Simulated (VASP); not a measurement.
Wanted: the native input for a VASP 6.6.1 run.

* Task: single point
* Functional: r2SCAN
* Potentials or basis: VASP PAW PBE potentials, release 64 (In_d, As)
* Cutoff: 520 eV
* k mesh: 8 × 8 × 8
* Occupations: fermi-dirac, width 0.02 eV
* Spin: non-collinear spin, zero start, spin-orbit coupling
* Starting moments: [[0.0, 0.0, 0.0], [0.0, 0.0, 0.0]] μB
* Dipole correction: no
* Further INCAR settings: ALGO = Normal; EDIFF = 1e-06; NBANDS = 30

The system is InAs.

```
In As
1.0
     0.00000    3.14623    2.95271
     3.14623    0.00000    2.95271
     3.14623    3.14623    0.00000
In As
1 1
Direct
  0.00000 0.00000 0.00000
  0.25000 0.25000 0.25000
```

This cell differs from its parent crystal: epitaxial xy strain +3.0%.

These files were run (other wordings do the same):

POSCAR

```
InAs
1.0
    0.0000000000      3.1462281872      2.9527074487
    3.1462281872      0.0000000000      2.9527074487
    3.1462281872      3.1462281872      0.0000000000
In As
1 1
Direct
    0.0000000000      0.0000000000      0.0000000000
    0.2500000000      0.2500000000      0.2500000000
```

INCAR.step1

```
SYSTEM = InAs
  PREC = Accurate
  ENCUT = 520
  ISMEAR = -1
  SIGMA = 0.02
  LREAL = .FALSE.
  LASPH = .TRUE.
  NELM = 150
  LNONCOLLINEAR = .TRUE.
  MAGMOM = 0 0 0 0 0 0
  LSORBIT = .TRUE.
  GGA_COMPAT = .FALSE.
  NBANDS = 30
  GGA = PE
  ALGO = Normal
  EDIFF = 1E-4
  LWAVE = .TRUE.
  LCHARG = .FALSE.
```

INCAR.step2

```
SYSTEM = InAs
  PREC = Accurate
  ENCUT = 520
  EDIFF = 1E-6
  ISMEAR = -1
  SIGMA = 0.02
  LREAL = .FALSE.
  LASPH = .TRUE.
  NELM = 150
  ALGO = Normal
  ISIF = 2
  LWAVE = .FALSE.
  LCHARG = .FALSE.
  LNONCOLLINEAR = .TRUE.
  MAGMOM = 0 0 0 0 0 0
  LORBIT = 11
  LSORBIT = .TRUE.
  GGA_COMPAT = .FALSE.
  LORBMOM = .TRUE.
  METAGGA = R2SCAN
  LMIXTAU = .TRUE.
  NBANDS = 30
  ISTART = 1
```

KPOINTS

```
regular mesh
0
G
  8 8 8
  0 0 0
```

Potentials or basis: VASP PAW PBE potentials, release 64 (In_d, As).

Run with:

```sh
$ cat potpaw_PBE.64/In_d/POTCAR potpaw_PBE.64/As/POTCAR > POTCAR
$ cp INCAR.step1 INCAR
$ mpirun -np 1 vasp_ncl > vasp.out
$ cp INCAR.step2 INCAR
$ mpirun -np 1 vasp_ncl > vasp.out
```

Results of the run:

```json
{"Pressure": "-1.4 GPa", "Net moment": "0.00 μB per cell", "Valence electrons inside the program's atomic spheres": "In 11.43; As 2.81"}
```

Caveat: the cell differs from its parent crystal (epitaxial xy strain +3.0%); the PAW data sets were made with another functional, which shifts forces and pressure a little.

Run time: 15 min on 1 thread of Intel(R) Xeon(R) 6975P-C (Granite Rapids), with other jobs on the host, peak memory 0.54 GiB.
